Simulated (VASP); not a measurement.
# Ta4N5 (I4/m) in VASP: further runs

Runs on Ta4N5. Level: r2SCAN. Tasks: single point.

All numbers are computed with VASP 6.6.1; they aren't measurements. Logs are shortened: lines on timing, memory, paths and dates and some standing lists are left out, and cuts for length are marked.

**1. The cell of the first run**

The structure is tetragonal, space group I4/m (No. 87). Conventional cell: a = 6.873 Å, b = 6.873 Å, c = 4.275 Å, α = 90.00°, β = 90.00°, γ = 90.00°. Within 2.7 Å of Ta (site symmetry m) lie 6 N at 2.07 to 2.21 Å. N (site symmetry 4/m) has 4 Ta at 2.07 Å within 2.7 Å. N (site symmetry m) has 5 Ta at 2.15 to 2.21 Å and 12 N at 2.91 to 3.16 Å within 3.2 Å.

**2. Single point, r2SCAN**

File POSCAR:

```
Ta4N5
1.0
   -3.4362702628      3.4362702628      2.1374763015
    3.4362702628     -3.4362702628      2.1374763015
    3.4362702628      3.4362702628     -2.1374763015
Ta N
4 5
Direct
    0.7828247200      0.6054217400      0.3882464600
    0.3945782600      0.7828247200      0.1774029700
    0.6054217500      0.2171752800      0.8225970300
    0.2171752800      0.3945782500      0.6117535400
    0.5000000000      0.5000000000      0.0000000000
    0.9084665700      0.3090394800      0.2175060500
    0.6909605200      0.9084665700      0.5994270900
    0.3090394800      0.0915334300      0.4005729100
    0.0915334300      0.6909605200      0.7824939500
```

File INCAR.step1:

```
SYSTEM = Ta4N5
  ALGO = Normal
  EDIFF = 1E-4
  ENCUT = 520
  GGA = PE
  ISMEAR = 0
  LASPH = .TRUE.
  LCHARG = .FALSE.
  LREAL = .FALSE.
  LWAVE = .TRUE.
  NBANDS = 44
  NELM = 100
  PREC = Accurate
  SIGMA = 0.1
```

File INCAR.step2:

```
SYSTEM = Ta4N5
  ALGO = Normal
  EDIFF = 1E-6
  ENCUT = 520
  ISIF = 2
  ISMEAR = 0
  ISTART = 1
  LASPH = .TRUE.
  LCHARG = .TRUE.
  LELF = .TRUE.
  LMIXTAU = .TRUE.
  LREAL = .FALSE.
  LVHAR = .TRUE.
  LWAVE = .FALSE.
  METAGGA = R2SCAN
  NBANDS = 44
  NELM = 100
  PREC = Accurate
  SIGMA = 0.1
```

File KPOINTS:

```
k-points
0
G
  6 6 6
  0 0 0
```

Potentials or basis: VASP PAW PBE potentials, release 64 (Ta_pv, N).

Command:

```
> cat potpaw_PBE.64/Ta_pv/POTCAR potpaw_PBE.64/N/POTCAR > POTCAR
> cp INCAR.step1 INCAR
> mpirun -np 1 vasp_std > vasp.out
> cp INCAR.step2 INCAR
> mpirun -np 1 vasp_std > vasp.out
```

OUTCAR:

```text
SYSTEM = Ta4N5
   EDIFF = 1E-6
   ENCUT = 520
   ISIF = 2
   ISMEAR = 0
   ISTART = 1
   LASPH = .TRUE.
   LREAL = .FALSE.
   METAGGA = R2SCAN
   NELM = 100
   PREC = Accurate

 ion  position               nearest neighbor table
   1  0.783  0.605  0.388-   5 2.07   8 2.15   8 2.15   7 2.18   9 2.20   6 2.21   3 2.93   2 2.93
                             4 2.95   4 2.95   2 3.17   2 3.17   3 3.17   3 3.17   4 3.32
   2  0.395  0.783  0.177-   5 2.07   6 2.15   6 2.15   9 2.18   8 2.20   7 2.21   4 2.93   1 2.93
                             3 2.95   3 2.95   1 3.17   4 3.17   1 3.17   4 3.17   3 3.32
   3  0.605  0.217  0.823-   5 2.07   9 2.15   9 2.15   6 2.18   7 2.20   8 2.21   1 2.93   4 2.93
                             2 2.95   2 2.95   4 3.17   4 3.17   1 3.17   1 3.17   2 3.32
   4  0.217  0.395  0.612-   5 2.07   7 2.15   7 2.15   8 2.18   6 2.20   9 2.21   2 2.93   3 2.93
                             1 2.95   1 2.95   3 3.17   2 3.17   3 3.17   2 3.17   1 3.32
   5  0.500  0.500  0.000-   2 2.07   4 2.07   1 2.07   3 2.07
   6  0.908  0.309  0.218-   2 2.15   2 2.15   3 2.18   4 2.20   1 2.21
   7  0.691  0.908  0.599-   4 2.15   4 2.15   1 2.18   3 2.20   2 2.21
   8  0.309  0.092  0.401-   1 2.15   1 2.15   4 2.18   2 2.20   3 2.21
   9  0.092  0.691  0.782-   3 2.15   3 2.15   2 2.18   1 2.20   4 2.21

  LATTYP: Found a body centered tetragonal cell.
 ALAT       =     6.8725405256
 C/A-ratio  =     0.6220338152

  Lattice vectors:

 A1 = (  -3.4362702628,   3.4362702628,   2.1374763015)
 A2 = (   3.4362702628,  -3.4362702628,   2.1374763015)
 A3 = (   3.4362702628,   3.4362702628,  -2.1374763015)

Analysis of symmetry for initial positions (statically):
=====================================================================
 Subroutine PRICEL returns:
 Original cell was already a primitive cell.

 Routine SETGRP: Setting up the symmetry group for a
 body centered tetragonal supercell.

 Subroutine GETGRP returns: Found  8 space group operations
 (whereof  8 operations were pure point group operations)
 out of a pool of 16 trial point group operations.

The static configuration has the point symmetry C_4h.

Analysis of symmetry for dynamics (positions and initial velocities):
=====================================================================
 Subroutine PRICEL returns:
 Original cell was already a primitive cell.

 Routine SETGRP: Setting up the symmetry group for a
 body centered tetragonal supercell.

 Subroutine GETGRP returns: Found  8 space group operations
 (whereof  8 operations were pure point group operations)
 out of a pool of 16 trial point group operations.

The dynamic configuration has the point symmetry C_4h.

 Subroutine INISYM returns: Found  8 space group operations
 (whereof  8 operations are pure point group operations),
 and found     1 'primitive' translations

----------------------------------------------------------------------------------------

                                     Primitive cell

  volume of cell :     100.9569

  direct lattice vectors                    reciprocal lattice vectors
    -3.436270263  3.436270263  2.137476302     0.000000000  0.145506599  0.233920722
     3.436270263 -3.436270263  2.137476302     0.145506599  0.000000000  0.233920722
     3.436270263  3.436270263 -2.137476302     0.145506599  0.145506599  0.000000000

  length of vectors
     5.308927536  5.308927536  5.308927536     0.275483347  0.275483347  0.205777406

  position of ions in fractional coordinates (direct lattice)
     0.782824720  0.605421740  0.388246460
     0.394578260  0.782824720  0.177402970
     0.605421750  0.217175280  0.822597030
     0.217175280  0.394578250  0.611753540
     0.500000000  0.500000000  0.000000000
     0.908466570  0.309039480  0.217506050
     0.690960520  0.908466570  0.599427090
     0.309039480  0.091533430  0.400572910
     0.091533430  0.690960520  0.782493950

  ion indices of the primitive-cell ions
   primitive index   ion index
                 1           1
                 2           2
                 3           3
                 4           4
                 5           5
                 6           6
                 7           7
                 8           8
                 9           9

----------------------------------------------------------------------------------------

 KPOINTS: k-points

Automatic generation of k-mesh.
 Grid dimensions read from file:
 generate k-points for:    6    6    6

 Generating k-lattice:

  Cartesian coordinates                     Fractional coordinates (reciprocal lattice)
     0.000000000  0.024251100  0.038986787     0.166666667  0.000000000 -0.000000000
     0.024251100  0.000000000  0.038986787     0.000000000  0.166666667 -0.000000000
     0.024251100  0.024251100  0.000000000     0.000000000  0.000000000  0.166666667

  Length of vectors
     0.045913891  0.045913891  0.034296234

  Shift w.r.t. Gamma in fractional coordinates (k-lattice)
     0.000000000  0.000000000  0.000000000

 Subroutine IBZKPT returns following result:
 ===========================================

 Found     36 irreducible k-points:

 Following reciprocal coordinates:
            Coordinates               Weight
  0.000000  0.000000  0.000000      1.000000
  0.166667  0.000000  0.000000      8.000000
  0.333333  0.000000  0.000000      8.000000
  0.500000 -0.000000  0.000000      4.000000
  0.166667  0.166667  0.000000      8.000000
  0.333333  0.166667  0.000000      8.000000
[... 16 lines left out ...]
 -0.333333  0.333333 -0.166667      4.000000
 -0.166667  0.333333  0.166667      8.000000
 [... further k-points ...]
   k-points           NKPTS =     36   k-points in BZ     NKDIM =     36   number of bands    NBANDS=     44
   number of dos      NEDOS =    301   number of ions     NIONS =      9
   total plane-waves  NPLWV =  64000
   dimension x,y,z NGX =    40 NGY =   40 NGZ =   40
   dimension x,y,z NGXF=    80 NGYF=   80 NGZF=   80
   ions per type =               4   5
   NGX,Y,Z   is equivalent  to a cutoff of  12.53, 12.53, 12.53 a.u.
   NGXF,Y,Z  is equivalent  to a cutoff of  25.05, 25.05, 25.05 a.u.
 SYSTEM =  Ta4N5
   PREC   = accura    normal or accurate (medium, high low for compatibility)
   ISTART =      1    job   : 0-new  1-cont  2-samecut
   ICHARG =      0    charge: 1-file 2-atom 10-const
   ISPIN  =      1    spin polarized calculation?
   LNONCOLLINEAR =      F non collinear calculations
   LSORBIT =      F    spin-orbit coupling
   LASPH  =      T    aspherical Exc in radial PAW
   ENCUT  =  520.0 eV  38.22 Ry    6.18 a.u.   9.87  9.87  9.87*2*pi/ulx,y,z
   NELM   =    100;   NELMIN=  2; NELMDL=  0     # of ELM steps
   EDIFF  = 0.1E-05   stopping-criterion for ELM
   LREAL  =      F    real-space projection
   EDIFFG = 0.1E-04   stopping-criterion for IOM
   NSW    =      0    number of steps for IOM
   IBRION =     -1    ionic relax: 0-MD 1-quasi-New 2-CG
   NFREE  =      0    steps in history (QN), initial steepest desc. (CG)
   ISIF   =      2    stress and relaxation
   ISYM   =      2    0-nonsym 1-usesym 2-fastsym
   POTIM  = 0.5000    time-step for ionic-motion
   TEBEG  =    0.0;   TEEND  =   0.0 temperature during run
   PSTRESS=    0.0 pullay stress
   NELECT =      69.0000    total number of electrons
   NUPDOWN=      -1.0000    fix difference up-down
   EMIN   =  10.00;   EMAX   =-10.00  energy-range for DOS
   EFERMI =   0.00;   METHOD = LEGACY
   ISMEAR =     0;   SIGMA  =   0.10  broadening in eV -4-tet -1-fermi 0-gaus
   EFERMI_NEDOS =   21; number of points for ismear=-14 and -15
   IALGO  =     38    algorithm
   IMIX   =      4    mixing-type and parameters
     AMIX     =   0.40;   BMIX     =  1.00
     AMIX_MAG =   1.60;   BMIX_MAG =  1.00
  volume/ion in A,a.u.               =      11.22        75.70
  Fermi-wavevector in a.u.,A,eV,Ry     =   1.442046  2.725072 28.293283  2.079498
  Thomas-Fermi vector in A             =   2.560610
   LORBIT       =      0    0 simple, 1 ext, 2 COOP (PROOUT), +10 PAW based schemes
   METAGGA = R2SCAN    functional components
   LHFCALC =     F    Hartree Fock is set to
   AEXX    =    0.0000 exact exchange contribution
   IVDW    =     0    specifies the selected vdW correction
   LEPSILON=     F    determine dielectric tensor
   LRPA    =     F    only Hartree local field effects (RPA)
 non-spin polarized calculation
 Gauss-broadening in eV      SIGMA  =   0.10
  energy-cutoff  :      520.00
  volume of cell :      100.96
 maximum number of plane-waves:      2731
   NGX = 19   NGY = 19   NGZ = 19

 number of electron      69.0000005 magnetization

 Free energy of the ion-electron system (eV)
  ---------------------------------------------------
  ext. energy  EPLUGINS =         0.00000000
  ---------------------------------------------------
  free energy    TOTEN  =      -251.41758682 eV

  energy without entropy =     -251.40859290  energy(sigma->0) =     -251.41308986

 E-fermi :   7.6521     XC(G=0): -13.5400

 val. band max:        7.6254207691   @ k =   0.1667   0.1667   0.0000
 cond. band min:       7.6713416437   @ k =   0.3333   0.3333   0.0000
 fundamental gap:      0.0459208746
 Fermi energy:         7.6520816267

 k-point     1 :       0.0000    0.0000    0.0000
  band No.  band energies     occupation
      1     -29.8762      2.00000
      2     -29.8501      2.00000
      3     -29.7246      2.00000
      4     -29.7246      2.00000
      5     -29.7071      2.00000
      6     -29.7071      2.00000
[... 36 lines left out ...]
     43      10.1918      0.00000
     44      11.4443      0.00000

 k-point     2 :       0.1667    0.0000    0.0000
  band No.  band energies     occupation
      1     -29.8996      2.00000
      2     -29.8797      2.00000
      3     -29.8106      2.00000
      4     -29.7801      2.00000
      5     -29.6541      2.00000
      6     -29.6076      2.00000
[... 1026 lines left out ...]
 k-point    24 :      -0.1667    0.3333    0.1667
  band No.  band energies     occupation
      1     -29.9224      2.00000
      2     -29.8480      2.00000
      3     -29.8024      2.00000
      4     -29.7709      2.00000
      5     -29.6579      2.00000
      6     -29.5568      2.00000
[... 36 lines left out ...]
     43      11.1022      0.00000
     44      11.4361      0.00000

 [... further k-points ...]

------------------------ aborting loop because EDIFF is reached ----------------------------------------

  FORCE on cell =-STRESS in cart. coord.  units (eV):
  Direction    XX          YY          ZZ          XY          YZ          ZX
  --------------------------------------------------------------------------------------
  -------------------------------------------------------------------------------------
  Total       -0.2581100     -0.2581100      0.6653800     -0.0000044      0.0000000      0.0000000
  in kB       -4.0961839     -4.0961839     10.5595251     -0.0000692      0.0000000      0.0000000
  external PRESSURE =       0.7890524 kB  Pullay stress =       0.0000000 kB

 VOLUME and BASIS-vectors are now :
 -----------------------------------------------------------------------------
  energy-cutoff  :      520.00
  volume of cell :      100.96
      direct lattice vectors                 reciprocal lattice vectors
    -3.436270263  3.436270263  2.137476302     0.000000000  0.145506599  0.233920722
     3.436270263 -3.436270263  2.137476302     0.145506599  0.000000000  0.233920722
     3.436270263  3.436270263 -2.137476302     0.145506599  0.145506599  0.000000000

 POSITION                                       TOTAL-FORCE (eV/Angst)
 -----------------------------------------------------------------------------------
      0.72452      1.94372      2.13748        -0.033767      0.039575     -0.000000
      1.94372     -0.72452      2.13748         0.039575      0.033767     -0.000000
      1.49255      4.16079      0.00000        -0.039575     -0.033767      0.000000
      2.71176      1.49255     -0.00000         0.033767     -0.039575     -0.000000
      0.00000      0.00000      2.13748         0.000000     -0.000000      0.000000
     -1.31238      2.80720      2.13748         0.028472      0.020667      0.000000
      2.80720      1.31238      2.13748         0.020667     -0.028472      0.000000
      0.62907      2.12389     -0.00000        -0.020667      0.028472      0.000000
      4.74865      0.62907     -0.00000        -0.028472     -0.020667     -0.000000
 -----------------------------------------------------------------------------------
    total drift:                                0.000014     -0.000014      0.000000

  FREE ENERGIE OF THE ION-ELECTRON SYSTEM (eV)
  ---------------------------------------------------
  free  energy   TOTEN  =      -251.4175868223 eV

  energy  without entropy=     -251.4085929000  energy(sigma->0) =     -251.41308986
```

Wall time 16 min (1 thread of Intel Xeon 8259CL, shared host); peak memory 0.33 GiB.

What came out:

```
Free energy            : -251.4176 eV
Pressure               : 0.1 GPa
Largest force          : 0.052 eV/Å
Band gap on the k mesh : zero (an odd number of electrons rules out a gap without spin polarisation)
```

Forces on the atoms (eV/Å):
```
Ta  -0.034  0.040  0.000
Ta   0.040  0.034  0.000
Ta  -0.040 -0.034  0.000
Ta   0.034 -0.040  0.000
N    0.000  0.000  0.000
N    0.028  0.021  0.000
N    0.021 -0.028  0.000
N   -0.021  0.028  0.000
N   -0.028 -0.021  0.000
```

Levels at points of the mesh, in eV from the Fermi level:
| k point | band 32 | band 33 | band 34 | band 35 | band 36 | band 37 | band 38 | band 39 |
| --- | --- | --- | --- | --- | --- | --- | --- | --- |
| (0.00, 0.00, 0.00) | -2.80 | -1.39 | -1.39 | -1.03 | 0.64 | 1.19 | 1.21 | 1.21 |
| (0.50, 0.00, 0.00) | -3.26 | -1.24 | 0.58 | 1.12 | 1.55 | 1.90 | 2.00 | 2.10 |
| (0.50, 0.50, 0.00) | -3.32 | -2.94 | -1.67 | -0.64 | 0.56 | 0.80 | 1.68 | 1.75 |
| (0.50, 0.50, 0.50) | -3.80 | -3.34 | -2.02 | -1.74 | -0.40 | -0.40 | 2.59 | 2.78 |

Caveat: the PAW data sets were made with another functional, which shifts forces and pressure a little; spin-orbit coupling is left out, which moves the levels of the heavy elements.

[end of part 1 of 2]
